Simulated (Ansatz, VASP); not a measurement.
**CdSe4 in VASP and in Ansatz**

```
Cd Se
1.0
     5.20423    0.00000    0.00000
     0.00000    5.20423    0.00000
     0.00000    0.00000    5.20423
Cd Se
1 4
Cartesian
  2.6021 2.6021 2.6021
  0.0000 2.6021 2.6021
  2.6021 0.0000 2.6021
  2.6021 2.6021 0.0000
  0.0000 0.0000 0.0000
```

Alike in both runs: functional PBE; k mesh 3 × 3 × 3; occupations gaussian, width 0.2 eV; no spin polarisation.

Ansatz relaxed the structure, and its values are those at the end. VASP's run is a single point on that final structure, the one shown.

```csv
,VASP,Ansatz
version,VASP 6.6.1,Ansatz 0.2.0
potentials or method,"VASP PAW PBE potentials, release 64 (Cd, Se), cutoff 500 eV","scalar-relativistic, plane waves, PAW"
valence electrons in the cell,36,84
```

VASP gave:

| Quantity | Value |
| --- | --- |
| gap on the k mesh at the Fermi level (eV) | none |
| pressure (GPa) | 0.5 |

Q: What did Ansatz give for the same quantities?

A: gap on the k mesh at the Fermi level (eV): none; pressure (GPa): 0.2.

A gap of «none» marks a metal or a gap that the smearing closes. VASP's potentials hold 36 valence electrons a cell and Ansatz's 84, so a difference there can come from the potentials and not from the codes.

The k mesh is coarse, so the values compare programs but aren't converged.
